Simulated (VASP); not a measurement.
# CaCdC2N2 (P-1) in VASP: single point with PBE

Aim: the single point of CaCdC2N2 with PBE.

All numbers are computed with VASP 6.6.1; they aren't measurements. Logs are shortened: lines on timing, memory, paths and dates and some standing lists are left out, and cuts for length are marked.

## 1. The cell of the first run

The typed cell holds 6 atoms: a = 3.604 Å, b = 4.363 Å, c = 8.138 Å, α = 80.41°, β = 85.14°, γ = 70.66°.

## 2. Single point, PBE

Input file INCAR:

```
SYSTEM = CaCdC2N2
ALGO = Normal
EDIFF = 1E-7
ENCUT = 520
GGA = PE
ISIF = 2
ISMEAR = 0
LASPH = .TRUE.
LCHARG = .FALSE.
LREAL = .FALSE.
LWAVE = .FALSE.
NBANDS = 29
NELM = 80
PREC = Accurate
SIGMA = 0.1
```

Input file KPOINTS:

```
k-points
0
G
  6 4 2
  0 0 0
```

Input file POSCAR:

```
CaCdC2N2
1.0
    3.6036717600      0.0000000000      0.0000000000
    1.4448094500      4.1164330500      0.0000000000
    0.6890780100      1.1953193500      8.0202745300
Ca Cd C N
1 1 2 2
Direct
    0.5000000000      0.0000000000      0.5000000000
    0.0000000000      0.0000000000      0.0000000000
    0.8140680200      0.3718639700      0.8140680200
    0.1859319800      0.6281360300      0.1859319800
    0.7053521700      0.5892956700      0.7053521700
    0.2946478300      0.4107043300      0.2946478300
```

Potentials or basis: VASP PAW PBE potentials, release 64 (Ca_sv, Cd, C, N).

The run is started by

```sh
> cat potpaw_PBE.64/Ca_sv/POTCAR potpaw_PBE.64/Cd/POTCAR potpaw_PBE.64/C/POTCAR potpaw_PBE.64/N/POTCAR > POTCAR
> mpirun -np 1 vasp_std > vasp.out
```

OUTCAR:

```text
SYSTEM = CaCdC2N2
   EDIFF = 1E-7
   ENCUT = 520
   GGA = PE
   ISIF = 2
   ISMEAR = 0
   LASPH = .TRUE.
   LREAL = .FALSE.
   NELM = 80
   PREC = Accurate

 ion  position               nearest neighbor table
   1  0.500  0.000  0.500-   5 2.21   6 2.21
   2  0.000  0.000  0.000-   3 2.00   4 2.00
   3  0.814  0.372  0.814-   5 1.17   2 2.00
   4  0.186  0.628  0.186-   6 1.17   2 2.00
   5  0.705  0.589  0.705-   3 1.17   1 2.21
   6  0.295  0.411  0.295-   4 1.17   1 2.21

  LATTYP: Found a triclinic cell.
 ALAT       =     4.6481940072
 B/A-ratio  =     2.6629803811
 C/A-ratio  =     0.7752842834
 COS(alpha) =     0.0020176725
 COS(beta)  =     0.4644518509
 COS(gamma) =     0.6754848851

  Lattice vectors:

 A1 = (   2.1588623100,  -4.1164330500,   0.0000000000)
 A2 = (   0.0249748500,  -9.4281854500,  -8.0202745300)
 A3 = (   3.6036717600,   0.0000000000,   0.0000000000)

Analysis of symmetry for initial positions (statically):
=====================================================================
 Subroutine PRICEL returns:
 Original cell was already a primitive cell.

 Routine SETGRP: Setting up the symmetry group for a
 triclinic supercell.

 Subroutine GETGRP returns: Found  2 space group operations
 (whereof  2 operations were pure point group operations)
 out of a pool of  2 trial point group operations.

The static configuration has the point symmetry S_2 .

Analysis of symmetry for dynamics (positions and initial velocities):
=====================================================================
 Subroutine PRICEL returns:
 Original cell was already a primitive cell.

 Routine SETGRP: Setting up the symmetry group for a
 triclinic supercell.

 Subroutine GETGRP returns: Found  2 space group operations
 (whereof  2 operations were pure point group operations)
 out of a pool of  2 trial point group operations.

The dynamic configuration has the point symmetry S_2 .

 Subroutine INISYM returns: Found  2 space group operations
 (whereof  2 operations are pure point group operations),
 and found     1 'primitive' translations

----------------------------------------------------------------------------------------

                                     Primitive cell

  volume of cell :     118.9749

  direct lattice vectors                    reciprocal lattice vectors
     3.603671760  0.000000000  0.000000000     0.277494752 -0.097396711 -0.009325785
     1.444809450  4.116433050  0.000000000     0.000000000  0.242928766 -0.036205426
     0.689078010  1.195319350  8.020274530     0.000000000  0.000000000  0.124684011

  length of vectors
     3.603671760  4.362624829  8.138084565     0.294238724  0.245611926  0.124684011

  position of ions in fractional coordinates (direct lattice)
     0.500000000  0.000000000  0.500000000
     0.000000000  0.000000000  0.000000000
     0.814068020  0.371863970  0.814068020
     0.185931980  0.628136030  0.185931980
     0.705352170  0.589295670  0.705352170
     0.294647830  0.410704330  0.294647830

  ion indices of the primitive-cell ions
   primitive index   ion index
                 1           1
                 2           2
                 3           3
                 4           4
                 5           5
                 6           6

----------------------------------------------------------------------------------------

 KPOINTS: k-points

Automatic generation of k-mesh.
 Grid dimensions read from file:
 generate k-points for:    6    4    2

 Generating k-lattice:

  Cartesian coordinates                     Fractional coordinates (reciprocal lattice)
     0.046249125 -0.016232785 -0.001554298     0.166666667  0.000000000 -0.000000000
     0.000000000  0.060732191 -0.009051356     0.000000000  0.250000000  0.000000000
     0.000000000  0.000000000  0.062342006     0.000000000  0.000000000  0.500000000

  Length of vectors
     0.049039787  0.061402981  0.062342006

  Shift w.r.t. Gamma in fractional coordinates (k-lattice)
     0.000000000  0.000000000  0.000000000

 Subroutine IBZKPT returns following result:
 ===========================================

 Found     28 irreducible k-points:

 Following reciprocal coordinates:
            Coordinates               Weight
  0.000000  0.000000  0.000000      1.000000
  0.166667  0.000000 -0.000000      2.000000
  0.333333  0.000000 -0.000000      2.000000
  0.500000  0.000000  0.000000      1.000000
  0.000000  0.250000  0.000000      2.000000
  0.166667  0.250000 -0.000000      2.000000
[... 16 lines left out ...]
 -0.333333  0.250000  0.500000      2.000000
 -0.166667  0.250000  0.500000      2.000000
 [... further k-points ...]
   k-points           NKPTS =     28   k-points in BZ     NKDIM =     28   number of bands    NBANDS=     29
   number of dos      NEDOS =    301   number of ions     NIONS =      6
   total plane-waves  NPLWV =  57344
   dimension x,y,z NGX =    28 NGY =   32 NGZ =   64
   dimension x,y,z NGXF=    56 NGYF=   64 NGZF=  128
   ions per type =               1   1   2   2
   NGX,Y,Z   is equivalent  to a cutoff of  12.92, 12.19, 13.07 a.u.
   NGXF,Y,Z  is equivalent  to a cutoff of  25.83, 24.39, 26.15 a.u.
 SYSTEM =  CaCdC2N2
   PREC   = accura    normal or accurate (medium, high low for compatibility)
   ISTART =      0    job   : 0-new  1-cont  2-samecut
   ICHARG =      2    charge: 1-file 2-atom 10-const
   ISPIN  =      1    spin polarized calculation?
   LNONCOLLINEAR =      F non collinear calculations
   LSORBIT =      F    spin-orbit coupling
   LASPH  =      T    aspherical Exc in radial PAW
   ENCUT  =  520.0 eV  38.22 Ry    6.18 a.u.   6.70  8.11 15.13*2*pi/ulx,y,z
   NELM   =     80;   NELMIN=  2; NELMDL= -5     # of ELM steps
   EDIFF  = 0.1E-06   stopping-criterion for ELM
   LREAL  =      F    real-space projection
   EDIFFG = 0.1E-05   stopping-criterion for IOM
   NSW    =      0    number of steps for IOM
   IBRION =     -1    ionic relax: 0-MD 1-quasi-New 2-CG
   NFREE  =      0    steps in history (QN), initial steepest desc. (CG)
   ISIF   =      2    stress and relaxation
   ISYM   =      2    0-nonsym 1-usesym 2-fastsym
   POTIM  = 0.5000    time-step for ionic-motion
   TEBEG  =    0.0;   TEEND  =   0.0 temperature during run
   PSTRESS=    0.0 pullay stress
   NELECT =      40.0000    total number of electrons
   NUPDOWN=      -1.0000    fix difference up-down
   EMIN   =  10.00;   EMAX   =-10.00  energy-range for DOS
   EFERMI =   0.00;   METHOD = LEGACY
   ISMEAR =     0;   SIGMA  =   0.10  broadening in eV -4-tet -1-fermi 0-gaus
   EFERMI_NEDOS =   21; number of points for ismear=-14 and -15
   IALGO  =     38    algorithm
   IMIX   =      4    mixing-type and parameters
     AMIX     =   0.40;   BMIX     =  1.00
     AMIX_MAG =   1.60;   BMIX_MAG =  1.00
  volume/ion in A,a.u.               =      19.83       133.81
  Fermi-wavevector in a.u.,A,eV,Ry     =   1.138351  2.151172 17.631025  1.295844
  Thomas-Fermi vector in A             =   2.275056
   LORBIT       =      0    0 simple, 1 ext, 2 COOP (PROOUT), +10 PAW based schemes
   GGA     = PE    functional components
   LHFCALC =     F    Hartree Fock is set to
   AEXX    =    0.0000 exact exchange contribution
   IVDW    =     0    specifies the selected vdW correction
   LEPSILON=     F    determine dielectric tensor
   LRPA    =     F    only Hartree local field effects (RPA)
 non-spin polarized calculation
 Gauss-broadening in eV      SIGMA  =   0.10
  energy-cutoff  :      520.00
  volume of cell :      118.97
 maximum number of plane-waves:      3222
   NGX = 13   NGY = 17   NGZ = 31

 number of electron      39.9999998 magnetization

 Free energy of the ion-electron system (eV)
  ---------------------------------------------------
  ext. energy  EPLUGINS =         0.00000000
  ---------------------------------------------------
  free energy    TOTEN  =       -35.14233279 eV

  energy without entropy =      -35.12418498  energy(sigma->0) =      -35.13325889

 E-fermi :   2.7047     XC(G=0):  -8.4657

 val. band max:        2.6690788309   @ k =  -0.1667   0.2500  -0.0000
 cond. band min:       2.7120614739   @ k =   0.1667   0.2500  -0.0000
 fundamental gap:      0.0429826430
 Fermi energy:         2.7047423933

 k-point     1 :       0.0000    0.0000    0.0000
  band No.  band energies     occupation
      1     -39.2016      2.00000
      2     -20.3828      2.00000
      3     -20.2823      2.00000
      4     -20.1912      2.00000
      5     -17.3535      2.00000
      6     -17.1802      2.00000
[... 21 lines left out ...]
     28       7.0849      0.00000
     29       7.1674      0.00000

 k-point     2 :       0.1667    0.0000   -0.0000
  band No.  band energies     occupation
      1     -39.1981      2.00000
      2     -20.3789      2.00000
      3     -20.2784      2.00000
      4     -20.2352      2.00000
      5     -17.3245      2.00000
      6     -17.1663      2.00000
[... 21 lines left out ...]
     28       6.8329      0.00000
     29       6.9780      0.00000

 k-point     3 :       0.3333    0.0000   -0.0000
  band No.  band energies     occupation
      1     -39.1909      2.00000
      2     -20.3720      2.00000
      3     -20.3249      2.00000
      4     -20.2665      2.00000
      5     -17.2653      2.00000
      6     -17.1389      2.00000
[... 21 lines left out ...]
     28       6.3004      0.00000
     29       6.5158      0.00000

 k-point     4 :       0.5000    0.0000    0.0000
  band No.  band energies     occupation
      1     -39.1874      2.00000
      2     -20.3707      2.00000
      3     -20.3659      2.00000
      4     -20.2616      2.00000
      5     -17.2349      2.00000
      6     -17.1257      2.00000
[... 21 lines left out ...]
     28       6.1779      0.00000
     29       6.2970      0.00000

 k-point     5 :       0.0000    0.2500    0.0000
  band No.  band energies     occupation
      1     -39.2008      2.00000
      2     -20.3917      2.00000
      3     -20.2894      2.00000
      4     -20.1926      2.00000
      5     -17.3111      2.00000
      6     -17.1967      2.00000
[... 21 lines left out ...]
     28       6.1672      0.00000
     29       7.1522      0.00000
[... 510 lines left out ...]
     28       6.3299      0.00000
     29       6.7383      0.00000

 k-point    22 :       0.5000    0.2500    0.5000
  band No.  band energies     occupation
      1     -39.1871      2.00000
      2     -20.3739      2.00000
      3     -20.3628      2.00000
      4     -20.2649      2.00000
      5     -17.2305      2.00000
      6     -17.1244      2.00000
[... 21 lines left out ...]
     28       6.2296      0.00000
     29       6.7418      0.00000

 k-point    23 :      -0.3333    0.2500    0.5000
  band No.  band energies     occupation
      1     -39.1903      2.00000
      2     -20.3811      2.00000
      3     -20.3238      2.00000
      4     -20.2709      2.00000
      5     -17.2490      2.00000
      6     -17.1357      2.00000
[... 21 lines left out ...]
     28       6.0495      0.00000
     29       6.2584      0.00000

 k-point    24 :      -0.1667    0.2500    0.5000
  band No.  band energies     occupation
      1     -39.1972      2.00000
      2     -20.3907      2.00000
      3     -20.2844      2.00000
      4     -20.2369      2.00000
      5     -17.2950      2.00000
      6     -17.1656      2.00000
[... 21 lines left out ...]
     28       6.5288      0.00000
     29       6.8498      0.00000

 [... further k-points ...]
[... 5 lines left out ...]
  --------------------------------------------------------------------------------------
  -------------------------------------------------------------------------------------
  Total        0.0723730      6.8782025      6.7375919     -0.8767060     -7.0439710      0.9804175
  in kB        0.9746119     92.6253848     90.7318508    -11.8061700    -94.8577070     13.2028029
  external PRESSURE =      61.4439492 kB  Pullay stress =       0.0000000 kB

 VOLUME and BASIS-vectors are now :
 -----------------------------------------------------------------------------
  energy-cutoff  :      520.00
  volume of cell :      118.97
      direct lattice vectors                 reciprocal lattice vectors
     3.603671760  0.000000000  0.000000000     0.277494752 -0.097396711 -0.009325785
     1.444809450  4.116433050  0.000000000     0.000000000  0.242928766 -0.036205426
     0.689078010  1.195319350  8.020274530     0.000000000  0.000000000  0.124684011

 POSITION                                       TOTAL-FORCE (eV/Angst)
 -----------------------------------------------------------------------------------
      2.14637      0.59766      4.01014        -0.000000      0.000000      0.000000
      0.00000      0.00000      0.00000        -0.000000      0.000000      0.000000
      4.03186      2.50382      6.52905         0.191300     -1.348680      1.220223
      1.70570      2.80793      1.49123        -0.191300      1.348680     -1.220223
      3.87932      3.26892      5.65712        -0.136777      0.887255     -1.186860
      1.85824      2.04284      2.36316         0.136777     -0.887255      1.186860
 -----------------------------------------------------------------------------------
    total drift:                               -0.000000      0.000000      0.000000

  FREE ENERGIE OF THE ION-ELECTRON SYSTEM (eV)
  ---------------------------------------------------
  free  energy   TOTEN  =       -35.1423327946 eV

  energy  without entropy=      -35.1241849790  energy(sigma->0) =      -35.13325889
```

It took 72 s on 1 thread of Intel Xeon Platinum 8559C (Emerald Rapids), shared host; peak memory 0.28 GiB.

Results:

* Free energy: -35.1423 eV
* Pressure: 6.1 GPa
* Largest force: 1.829 eV/Å
* Band gap on the k mesh: zero (band 20 reaches 2.79 eV, above the bottom of band 21 at 2.52 eV)

Forces in eV/Å, atoms in the order of the input:
```
Ca   0.000  0.000  0.000
Cd   0.000  0.000  0.000
C    0.191 -1.349  1.220
C   -0.191  1.349 -1.220
N   -0.137  0.887 -1.187
N    0.137 -0.887  1.187
```

Stress tensor (GPa, compression positive):
```
 0.10 -1.18  1.32
-1.18  9.26 -9.49
 1.32 -9.49  9.07
```

Levels at points of the mesh, in eV from the Fermi level:
| k point | band 17 | band 18 | band 19 | band 20 | band 21 | band 22 | band 23 | band 24 |
| --- | --- | --- | --- | --- | --- | --- | --- | --- |
| (0.00, 0.00, 0.00) | -6.01 | -5.58 | -5.55 | -0.52 | 0.07 | 0.09 | 1.71 | 2.10 |
| (0.50, 0.00, 0.00) | -6.24 | -5.98 | -5.55 | -0.99 | 0.50 | 0.76 | 1.35 | 2.19 |
| (0.00, 0.50, 0.00) | -5.80 | -5.72 | -5.54 | -0.10 | 0.01 | 1.19 | 2.06 | 2.25 |
| (0.50, 0.50, 0.00) | -6.23 | -6.04 | -5.56 | -1.08 | 0.20 | 0.84 | 1.47 | 2.00 |
| (0.00, 0.00, 0.50) | -5.84 | -5.66 | -5.47 | -0.78 | -0.18 | 1.01 | 1.33 | 2.21 |
| (0.50, 0.00, 0.50) | -6.04 | -5.95 | -5.78 | -0.86 | 0.10 | 0.86 | 1.45 | 1.80 |
| (0.00, 0.50, 0.50) | -5.74 | -5.64 | -5.52 | -0.11 | 0.28 | 1.03 | 1.70 | 2.26 |
| (0.50, 0.50, 0.50) | -6.10 | -5.87 | -5.82 | -0.94 | 0.13 | 0.44 | 1.56 | 1.90 |

Caveat: the k points lie up to 0.39 Å⁻¹ apart; forces of over 1 eV/Å act on the atoms, so gaps and moduli don't describe the material at rest.
